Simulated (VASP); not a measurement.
Set up this calculation in VASP 6.6.1, as the native input.

```yaml
Task: single point
Functional: LDA
Potentials_or_basis: VASP PAW LDA potentials, release 64 (Ba_sv, Zr_sv, O)
Cutoff: 520 eV
k_mesh: 6 × 6 × 6
Occupations: gaussian, width 0.05 eV
Spin: no spin polarisation
Dipole_correction: no
Further_INCAR_settings: ALGO = Normal; EDIFF = 1e-07; NBANDS = 28
```

The structure of BaZrO3 lies in POSCAR:

```
BaZrO3
1.0
    4.3755642706      0.0000000000      0.0000000000
    0.0000000000      4.4896192634      0.0000000000
    0.0000000000      0.0000000000      4.1474542849
Ba Zr O
1 1 3
Direct
    0.5000000000      0.5000000000      0.5000000000
    0.0000000000      0.0000000000      0.0000000000
    0.5000000000      0.0000000000      0.0000000000
    0.0000000000      0.5000000000      0.0000000000
    0.0000000000      0.0000000000      0.5000000000
```

This cell differs from its parent crystal: normal strain along x +0.0550, normal strain along y +0.0825.

These files were run (other wordings do the same):

INCAR

```
PREC = Accurate
ENCUT = 520
EDIFF = 1E-7
ISMEAR = 0
SIGMA = 0.05
LREAL = False
LASPH = True
NELM = 100
ALGO = Normal
ISIF = 2
LWAVE = False
LCHARG = False
NBANDS = 28
```

KPOINTS

```
regular mesh
0
Gamma
  6 6 6
```

Potentials or basis: VASP PAW LDA potentials, release 64 (Ba_sv, Zr_sv, O).

Launch:

```console
$ cat potpaw_LDA.64/Ba_sv/POTCAR potpaw_LDA.64/Zr_sv/POTCAR potpaw_LDA.64/O/POTCAR > POTCAR
$ mpirun -np 1 vasp_std > vasp.out
```

It gave:

- Pressure: -15.4 GPa
- Band gap on the k mesh: 2.64 eV, indirect (least direct gap 2.92 eV)

Caveat: the cell differs from its parent crystal (normal strain along x +0.0550, normal strain along y +0.0825); spin-orbit coupling is left out, which moves the levels of the heavy elements.

Run time: 110 s on 1 thread of Intel Xeon 6975P-C (shared host), peak memory 0.27 GiB.
